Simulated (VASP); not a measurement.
# InPd (Pm-3m) in VASP: further runs, part 2 of 2

VASP 6.6.1. Earlier steps stand in the parts before.

### 4 Single point, PBEsol

This run uses another cell than the first one, of 16.46 Å³/atom, 0.941 times its volume.

Input file INCAR:

```
SYSTEM = InPd
ALGO = Normal
EDIFF = 1E-6
ENCUT = 520
GGA = PS
ISIF = 2
ISMEAR = -1
LASPH = .TRUE.
LCHARG = .TRUE.
LELF = .TRUE.
LREAL = .FALSE.
LVHAR = .TRUE.
LWAVE = .FALSE.
NBANDS = 18
NELM = 80
PREC = Accurate
SIGMA = 0.05
```

Input file KPOINTS:

```
k-points
0
G
  8 8 8
  0 0 0
```

Input file POSCAR:

```
InPd
1.0
    3.2050928798      0.0000000000      0.0000000000
    0.0000000000      3.2050928798      0.0000000000
    0.0000000000      0.0000000000      3.2050928798
In Pd
1 1
Direct
    0.0000000000      0.0000000000      0.0000000000
    0.5000000000      0.5000000000      0.5000000000
```

Potentials or basis: VASP PAW PBE potentials, release 64 (In_d, Pd).

The run is started by

```bash
$ cat potpaw_PBE.64/In_d/POTCAR potpaw_PBE.64/Pd/POTCAR > POTCAR
$ mpirun -np 1 vasp_std > vasp.out
```

OUTCAR:

```text
SYSTEM = InPd
   EDIFF = 1E-6
   ENCUT = 520
   GGA = PS
   ISIF = 2
   ISMEAR = -1
   LASPH = .TRUE.
   LREAL = .FALSE.
   NELM = 80
   PREC = Accurate

 ion  position               nearest neighbor table
   1  0.000  0.000  0.000-   2 2.78   2 2.78   2 2.78   2 2.78   2 2.78   2 2.78   2 2.78   2 2.78

   2  0.500  0.500  0.500-   1 2.78   1 2.78   1 2.78   1 2.78   1 2.78   1 2.78   1 2.78   1 2.78

  LATTYP: Found a simple cubic cell.
 ALAT       =     3.2050928798

  Lattice vectors:

 A1 = (   3.2050928798,   0.0000000000,   0.0000000000)
 A2 = (   0.0000000000,   3.2050928798,   0.0000000000)
 A3 = (   0.0000000000,   0.0000000000,   3.2050928798)

Analysis of symmetry for initial positions (statically):
=====================================================================
 Subroutine PRICEL returns:
 Original cell was already a primitive cell.

 Routine SETGRP: Setting up the symmetry group for a
 simple cubic supercell.

 Subroutine GETGRP returns: Found 48 space group operations
 (whereof 48 operations were pure point group operations)
 out of a pool of 48 trial point group operations.

The static configuration has the point symmetry O_h .

Analysis of symmetry for dynamics (positions and initial velocities):
=====================================================================
 Subroutine PRICEL returns:
 Original cell was already a primitive cell.

 Routine SETGRP: Setting up the symmetry group for a
 simple cubic supercell.

 Subroutine GETGRP returns: Found 48 space group operations
 (whereof 48 operations were pure point group operations)
 out of a pool of 48 trial point group operations.

The dynamic configuration has the point symmetry O_h .

 Subroutine INISYM returns: Found 48 space group operations
 (whereof 48 operations are pure point group operations),
 and found     1 'primitive' translations

----------------------------------------------------------------------------------------

                                     Primitive cell

  volume of cell :      32.9247

  direct lattice vectors                    reciprocal lattice vectors
     3.205092880  0.000000000  0.000000000     0.312003439  0.000000000  0.000000000
     0.000000000  3.205092880  0.000000000     0.000000000  0.312003439  0.000000000
     0.000000000  0.000000000  3.205092880     0.000000000  0.000000000  0.312003439

  length of vectors
     3.205092880  3.205092880  3.205092880     0.312003439  0.312003439  0.312003439

  position of ions in fractional coordinates (direct lattice)
     0.000000000  0.000000000  0.000000000
     0.500000000  0.500000000  0.500000000

  ion indices of the primitive-cell ions
   primitive index   ion index
                 1           1
                 2           2

----------------------------------------------------------------------------------------

 KPOINTS: k-points

Automatic generation of k-mesh.
 Grid dimensions read from file:
 generate k-points for:    8    8    8

 Generating k-lattice:

  Cartesian coordinates                     Fractional coordinates (reciprocal lattice)
     0.039000430  0.000000000  0.000000000     0.125000000  0.000000000  0.000000000
     0.000000000  0.039000430  0.000000000     0.000000000  0.125000000  0.000000000
     0.000000000  0.000000000  0.039000430     0.000000000  0.000000000  0.125000000

  Length of vectors
     0.039000430  0.039000430  0.039000430

  Shift w.r.t. Gamma in fractional coordinates (k-lattice)
     0.000000000  0.000000000  0.000000000

 Subroutine IBZKPT returns following result:
 ===========================================

 Found     35 irreducible k-points:

 Following reciprocal coordinates:
            Coordinates               Weight
  0.000000  0.000000  0.000000      1.000000
  0.125000  0.000000  0.000000      6.000000
  0.250000  0.000000  0.000000      6.000000
  0.375000  0.000000  0.000000      6.000000
  0.500000  0.000000  0.000000      3.000000
  0.125000  0.125000  0.000000     12.000000
[... 16 lines left out ...]
  0.375000  0.375000  0.125000     24.000000
  0.500000  0.375000  0.125000     24.000000
 [... further k-points ...]
   k-points           NKPTS =     35   k-points in BZ     NKDIM =     35   number of bands    NBANDS=     18
   number of dos      NEDOS =    301   number of ions     NIONS =      2
   total plane-waves  NPLWV =  13824
   dimension x,y,z NGX =    24 NGY =   24 NGZ =   24
   dimension x,y,z NGXF=    48 NGYF=   48 NGZF=   48
   ions per type =               1   1
   NGX,Y,Z   is equivalent  to a cutoff of  12.45, 12.45, 12.45 a.u.
   NGXF,Y,Z  is equivalent  to a cutoff of  24.90, 24.90, 24.90 a.u.
 SYSTEM =  InPd
   PREC   = accura    normal or accurate (medium, high low for compatibility)
   ISTART =      0    job   : 0-new  1-cont  2-samecut
   ICHARG =      2    charge: 1-file 2-atom 10-const
   ISPIN  =      1    spin polarized calculation?
   LNONCOLLINEAR =      F non collinear calculations
   LSORBIT =      F    spin-orbit coupling
   LASPH  =      T    aspherical Exc in radial PAW
   ENCUT  =  520.0 eV  38.22 Ry    6.18 a.u.   5.96  5.96  5.96*2*pi/ulx,y,z
   NELM   =     80;   NELMIN=  2; NELMDL= -5     # of ELM steps
   EDIFF  = 0.1E-05   stopping-criterion for ELM
   LREAL  =      F    real-space projection
   EDIFFG = 0.1E-04   stopping-criterion for IOM
   NSW    =      0    number of steps for IOM
   IBRION =     -1    ionic relax: 0-MD 1-quasi-New 2-CG
   NFREE  =      0    steps in history (QN), initial steepest desc. (CG)
   ISIF   =      2    stress and relaxation
   ISYM   =      2    0-nonsym 1-usesym 2-fastsym
   POTIM  = 0.5000    time-step for ionic-motion
   TEBEG  =    0.0;   TEEND  =   0.0 temperature during run
   PSTRESS=    0.0 pullay stress
   NELECT =      23.0000    total number of electrons
   NUPDOWN=      -1.0000    fix difference up-down
   EMIN   =  10.00;   EMAX   =-10.00  energy-range for DOS
   EFERMI =   0.00;   METHOD = LEGACY
   ISMEAR =    -1;   SIGMA  =   0.05  broadening in eV -4-tet -1-fermi 0-gaus
   EFERMI_NEDOS =   21; number of points for ismear=-14 and -15
   IALGO  =     38    algorithm
   IMIX   =      4    mixing-type and parameters
     AMIX     =   0.40;   BMIX     =  1.00
     AMIX_MAG =   1.60;   BMIX_MAG =  1.00
  volume/ion in A,a.u.               =      16.46       111.09
  Fermi-wavevector in a.u.,A,eV,Ry     =   1.452591  2.745000 28.708592  2.110022
  Thomas-Fermi vector in A             =   2.569956
   LORBIT       =      0    0 simple, 1 ext, 2 COOP (PROOUT), +10 PAW based schemes
   GGA     = PS    functional components
   LHFCALC =     F    Hartree Fock is set to
   AEXX    =    0.0000 exact exchange contribution
   IVDW    =     0    specifies the selected vdW correction
   LEPSILON=     F    determine dielectric tensor
   LRPA    =     F    only Hartree local field effects (RPA)
 non-spin polarized calculation
  energy-cutoff  :      520.00
  volume of cell :       32.92
 maximum number of plane-waves:       912
 NGX is ok and might be reduce to    24
   NGX = 11   NGY = 11   NGZ = 11

 number of electron      22.9999998 magnetization

 Free energy of the ion-electron system (eV)
  ---------------------------------------------------
  ext. energy  EPLUGINS =         0.00000000
  ---------------------------------------------------
  free energy    TOTEN  =        -9.97952994 eV

  energy without entropy =       -9.96971381  energy(sigma->0) =       -9.97462188

 E-fermi :  11.2108     XC(G=0): -12.7582

 val. band max:       11.1842663513   @ k =   0.3750   0.2500   0.1250
 cond. band min:      11.4385874541   @ k =   0.5000   0.5000   0.5000
 fundamental gap:      0.2543211028
 Fermi energy:        11.2107911265

 k-point     1 :       0.0000    0.0000    0.0000
  band No.  band energies     occupation
      1      -3.7398      2.00000
      2      -3.7398      2.00000
      3      -3.2446      2.00000
      4      -3.2446      2.00000
      5      -3.2446      2.00000
      6       0.6684      2.00000
[... 10 lines left out ...]
     17      22.3371      0.00000
     18      27.4337      0.00000

 k-point     2 :       0.1250    0.0000    0.0000
  band No.  band energies     occupation
      1      -3.7285      2.00000
      2      -3.6782      2.00000
      3      -3.2631      2.00000
      4      -3.2631      2.00000
      5      -3.2384      2.00000
      6       0.9302      2.00000
[... 10 lines left out ...]
     17      23.9253      0.00000
     18      26.9802      0.00000
[... 442 lines left out ...]
 k-point    24 :       0.5000    0.3750    0.1250
  band No.  band energies     occupation
      1      -3.6298      2.00000
      2      -3.4518      2.00000
      3      -3.4368      2.00000
      4      -3.4126      2.00000
      5      -3.0535      2.00000
      6       4.8147      2.00000
[... 10 lines left out ...]
     17      22.6461      0.00000
     18      24.7480      0.00000

 [... further k-points ...]
[... 5 lines left out ...]
  --------------------------------------------------------------------------------------
  -------------------------------------------------------------------------------------
  Total        1.2756665      1.2756665      1.2756665      0.0000000     -0.0000000     -0.0000000
  in kB       62.0763050     62.0763050     62.0763050      0.0000000     -0.0000000     -0.0000000
  external PRESSURE =      62.0763050 kB  Pullay stress =       0.0000000 kB

 VOLUME and BASIS-vectors are now :
 -----------------------------------------------------------------------------
  energy-cutoff  :      520.00
  volume of cell :       32.92
      direct lattice vectors                 reciprocal lattice vectors
     3.205092880  0.000000000  0.000000000     0.312003439  0.000000000  0.000000000
     0.000000000  3.205092880  0.000000000     0.000000000  0.312003439  0.000000000
     0.000000000  0.000000000  3.205092880     0.000000000  0.000000000  0.312003439

 POSITION                                       TOTAL-FORCE (eV/Angst)
 -----------------------------------------------------------------------------------
      0.00000      0.00000      0.00000         0.000000      0.000000      0.000000
      1.60255      1.60255      1.60255         0.000000      0.000000      0.000000
 -----------------------------------------------------------------------------------
    total drift:                                0.000000      0.000000     -0.000000

  FREE ENERGIE OF THE ION-ELECTRON SYSTEM (eV)
  ---------------------------------------------------
  free  energy   TOTEN  =        -9.9795299429 eV

  energy  without entropy=       -9.9697138112  energy(sigma->0) =       -9.97462188
```

Wall time 17 s (1 thread of Intel Xeon 8259CL, shared host); peak memory 0.15 GiB.

What came out:

```
Free energy : -9.9795 eV
Pressure    : 6.2 GPa
```

Caveat: the PAW data sets were made with another functional, which shifts forces and pressure a little; spin-orbit coupling is left out, which moves the levels of the heavy elements.

### 5 Single point, BLYP+D3(BJ)

This run uses another cell than the first one, of 17.41 Å³/atom, 0.995 times its volume.

Input file INCAR:

```
PREC = Accurate
ENCUT = 520
EDIFF = 1E-6
ISMEAR = -1
SIGMA = 0.05
LREAL = False
LASPH = True
NELM = 60
ALGO = Normal
ISIF = 2
LWAVE = False
LCHARG = True
GGA = B5
ALDAX = 1.0
AGGAX = 1.0
AGGAC = 1.0
ALDAC = 0.0
IVDW = 12
VDW_S6 = 1.0
VDW_S8 = 2.6996
VDW_A1 = 0.4298
VDW_A2 = 4.2359
LELF = True
LVHAR = True
NBANDS = 18
```

Input file KPOINTS:

```
Automatic mesh
0
Gamma
  8 8 8
```

Input file POSCAR:

```
InPd
1.0
    3.2653714862      0.0000000000      0.0000000000
    0.0000000000      3.2653714862      0.0000000000
    0.0000000000      0.0000000000      3.2653714862
In Pd
1 1
Direct
    0.0000000000      0.0000000000      0.0000000000
    0.5000000000      0.5000000000      0.5000000000
```

The run is started by

```bash
$ cat potpaw_PBE.64/In_d/POTCAR potpaw_PBE.64/Pd/POTCAR > POTCAR
$ mpirun -np 1 vasp_std > vasp.out
```

Run time: 32 s. Hardware: 1 thread of Intel Xeon 8259CL, shared host; peak memory 0.16 GiB.

The run converged. Its results:

```
Free energy                : -9.3762 eV
Pressure                   : 0.4 GPa
Dispersion energy per atom : -1.268 eV
```

Levels at points of the mesh, in eV from the Fermi level:
| k point | band 8 | band 9 | band 10 | band 11 | band 12 | band 13 | band 14 | band 15 |
| --- | --- | --- | --- | --- | --- | --- | --- | --- |
| (0.00, 0.00, 0.00) | -3.78 | -2.26 | -2.26 | -2.26 | 4.29 | 4.29 | 4.29 | 9.33 |
| (0.50, 0.00, 0.00) | -3.77 | -3.25 | -3.25 | -2.34 | -1.09 | 9.58 | 9.58 | 10.28 |
| (0.50, 0.50, 0.00) | -2.66 | -2.66 | -2.15 | -2.15 | -1.69 | 1.43 | 2.56 | 9.40 |
| (0.50, 0.50, 0.50) | -4.83 | -1.65 | -1.65 | -0.25 | 4.06 | 4.06 | 4.06 | 4.54 |

Caveat: the PAW data sets were made with another functional, which shifts forces and pressure a little; spin-orbit coupling is left out, which moves the levels of the heavy elements; pairwise dispersion overbinds metals, which lowers pressure and volume.

### 6 Overview

| task | level | cell | k mesh | cutoff (eV) | grid for exact exchange (PRECFOCK) | share of exact exchange | screening parameter | gap on the mesh (eV) | pressure (GPa) |
| --- | --- | --- | --- | --- | --- | --- | --- | --- | --- |
| single point | PBE-based screened hybrid | a = 3.271 Å, 2 atoms | 4 × 4 × 4 | 520 | Normal | 0.25 | 0.3 1/Å | none | 0.3 |
| relaxation of cell and atoms | PBE-based screened hybrid | relaxed from a = 3.272 Å, 2 atoms | 4 × 4 × 4 | 600 | Normal | 0.25 | 0.3 1/Å | none | 0.0 |
| single point | PBEsol | a = 3.205 Å, 2 atoms | 8 × 8 × 8 | 520 | - | - | - | none | 6.2 |
| single point | BLYP+D3(BJ) | a = 3.265 Å, 2 atoms | 8 × 8 × 8 | 520 | - | - | - | none | 0.4 |

Alike in all rows: potentials or basis VASP PAW PBE potentials, release 64 (In_d, Pd); no spin polarisation; smearing fermi-dirac 0.05 eV.

Caveats: some runs use coarse meshes; the PAW data sets were made with another functional, which shifts forces and pressure a little; spin-orbit coupling is left out, which moves the levels of the heavy elements; pairwise dispersion overbinds metals, which lowers pressure and volume (some runs).

Absolute energies hang on the potentials; compare differences alone.
